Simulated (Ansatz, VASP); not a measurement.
**One calculation of Al2BAs3, two programs**

The input INCAR:

```
  PREC = Accurate
  ENCUT = 520
  EDIFF = 1E-6
  ISMEAR = 0
  SIGMA = 0.1
  LREAL = False
  LASPH = True
  NELM = 60
  ALGO = Normal
  ISIF = 2
  LWAVE = False
  LCHARG = False
  GGA = PE
  NBANDS = 21
```

KPOINTS

```
Automatic mesh
0
Gamma
  6 6 2
```

File POSCAR:

```
Al2BAs3
1.0
    3.7354323600      0.0000000000      0.0000000000
   -1.8677161800      3.2349793200      0.0000000000
    0.0000000000      0.0000000000      9.1499032500
Al B As
2 1 3
Direct
    0.0000000000      0.0000000000      0.0000000000
    0.6666666700      0.3333333300      0.3333333300
    0.3333333300      0.6666666700      0.6666666700
    0.0000000000      0.0000000000      0.2500000000
    0.6666666700      0.3333333300      0.5833333300
    0.3333333300      0.6666666700      0.9166666700
```

Input for Ansatz:

```yaml
crystal:
  lattice:
    - [3.73543236, 0.0, 0.0]
    - [-1.86771618, 3.23497932, 0.0]
    - [0.0, 0.0, 9.14990325]
  atoms:
    - { symbol: Al, position: [0.0, 0.0, 0.0] }
    - { symbol: Al, position: [0.66666667, 0.33333333, 0.33333333] }
    - { symbol: B, position: [0.33333333, 0.66666667, 0.66666667] }
    - { symbol: As, position: [0.0, 0.0, 0.25] }
    - { symbol: As, position: [0.66666667, 0.33333333, 0.58333333] }
    - { symbol: As, position: [0.33333333, 0.66666667, 0.91666667] }
basis:
  ecutwfc: 420
kpoints:
  mp_grid: { grid: [6, 6, 2] }
hamiltonian:
  xc: pbe
scf:
  occupations: { method: gaussian, width: 0.1 }
  lower_state_search: "off"
output:
  forces: true
  stress: true
  eigenvalues: true
```

Alike in both runs: task single point; functional PBE; k mesh 6 × 6 × 2; occupations gaussian, width 0.1 eV; no spin polarisation.

|  | VASP | Ansatz |
| --- | --- | --- |
| version | VASP 6.6.1 | Ansatz 0.2.0 |
| potentials or method | VASP PAW PBE potentials, release 64 (Al, B, As), cutoff 520 eV | scalar-relativistic, plane waves, PAW |
| valence electrons in the cell | 24 | 54 |

```tsv
	VASP	Ansatz	Ansatz less VASP
gap on the k mesh at the Fermi level (eV)	1.10	1.11	+0.012
least direct gap on the mesh (eV)	1.44	1.44	-0.004
pressure (GPa)	12.2	11.8	-0.35
rms of the force components (eV/Å)	1.036	1.031	-0.0048
```

Atom by atom the forces differ by 0.006 eV/Å (rms over components). The functional is the same, so the differences come from potentials, cutoffs and numerics. VASP's potentials hold 24 valence electrons a cell and Ansatz's 54, so a difference there can come from the potentials and not from the codes.
